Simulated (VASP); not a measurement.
Wanted: the native input for a VASP 6.6.1 run.

```yaml
Task: single point
Functional: PBEsol
Potentials_or_basis: VASP PAW PBE potentials, release 64 (Sn_d)
Cutoff: 520 eV
k_mesh: 14 × 14 × 14
Occupations: gaussian, width 0.1 eV
Spin: no spin polarisation
Dipole_correction: no
Further_INCAR_settings: ALGO = Fast; EDIFF = 1e-07; NBANDS = 21
```

The structure of Sn lies in POSCAR:

```
Sn
1.0
   -2.9401404553      2.9401404553      1.5993019889
    2.9401404553     -2.9401404553      1.5993019889
    2.9401404553      2.9401404553     -1.5993019889
Sn
2
Direct
    0.7500000000      0.2500000000      0.5000000000
    0.0000000000      0.0000000000      0.0000000000
```

The input as run:

INCAR

```
PREC = Accurate
ENCUT = 520
EDIFF = 1E-7
ISMEAR = 0
SIGMA = 0.1
LREAL = F
LASPH = T
NELM = 100
ALGO = Fast
ISIF = 2
LWAVE = F
LCHARG = T
GGA = PS
LELF = T
LVHAR = T
NBANDS = 21
```

KPOINTS

```
Automatic mesh
0
Gamma
  14 14 14
```

Potentials or basis: VASP PAW PBE potentials, release 64 (Sn_d).

Command:

```console
$ cat potpaw_PBE.64/Sn_d/POTCAR > POTCAR
$ mpirun -np 1 vasp_std > vasp.out
```

Results of the run:

```
Pressure               : -1.5 GPa
Band gap on the k mesh : zero (bands 14 and 15 overlap by 3.91 eV)
```

Caveat: the PAW data sets were made with another functional, which shifts forces and pressure a little; spin-orbit coupling is left out, which moves the levels of the heavy elements.

Wall time 2.8 min on 1 thread of Intel(R) Xeon(R) 6975P-C (Granite Rapids), with other jobs on the host, peak memory 0.37 GiB.
